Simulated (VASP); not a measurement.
## Cr: single point with PBEsol

Cr:

```
CELL_PARAMETERS angstrom
2.92686 0.00000 0.00000
0.00000 2.92686 0.00000
0.00000 0.00000 2.74675
ATOMIC_POSITIONS crystal
Cr 0.00000 0.00000 0.00000
Cr 0.50000 0.50000 0.50000
```

This cell differs from its parent crystal: biaxial strain in the a-b plane: +4.0 %.

```yaml
Program: VASP 6.6.1
Task: single point
Functional: PBEsol
Potentials_or_basis: VASP PAW PBE potentials, release 64 (Cr_pv)
Cutoff: 520 eV
k_mesh: 14 × 14 × 14
Occupations: gaussian, width 0.1 eV
Spin: no spin polarisation
Dipole_correction: no
Further_INCAR_settings: ALGO = Normal; EDIFF = 1e-06; NBANDS = 19
```

| Property | Result |
| --- | --- |
| Pressure | -13.4 GPa |
| Band gap on the k mesh | zero (band 12 reaches 11.65 eV, above the bottom of band 13 at 9.96 eV) |

Stress tensor (GPa, compression positive):
```
-20.71   0.00   0.00
  0.00 -20.71   0.00
  0.00   0.00   1.33
```

Levels at points of the mesh, in eV from the Fermi level:
```csv
k point,band 9,band 10,band 11,band 12,band 13,band 14,band 15,band 16
"(0.00, 0.00, 0.00)",-4.12,-1.21,-0.67,-0.67,0.79,1.34,2.38,2.38
"(0.50, 0.00, 0.00)",-1.84,-1.84,-0.49,-0.49,-0.07,-0.07,0.77,0.77
"(0.50, 0.50, 0.00)",-1.96,-1.96,0.70,0.70,0.72,0.72,1.25,1.25
"(0.00, 0.00, 0.50)",-1.64,-1.64,-0.59,-0.59,-0.59,-0.59,0.56,0.56
"(0.50, 0.00, 0.50)",-2.58,-2.58,1.10,1.10,1.28,1.28,1.71,1.71
"(0.50, 0.50, 0.50)",-2.38,-2.38,-2.09,-2.09,1.34,1.34,1.64,1.64
```

Run time: 46 s on 1 thread of Intel(R) Xeon(R) Platinum 8488C (Sapphire Rapids), on a shared host, peak memory 0.22 GiB.

Caveat: the cell differs from its parent crystal (biaxial strain in the a-b plane: +4.0 %); the PAW data sets were made with another functional, which shifts forces and pressure a little; the run has no spin polarisation, though such a crystal can be magnetic. Spin polarisation is off, so any magnetic state and its effect on volume and gap are missing.
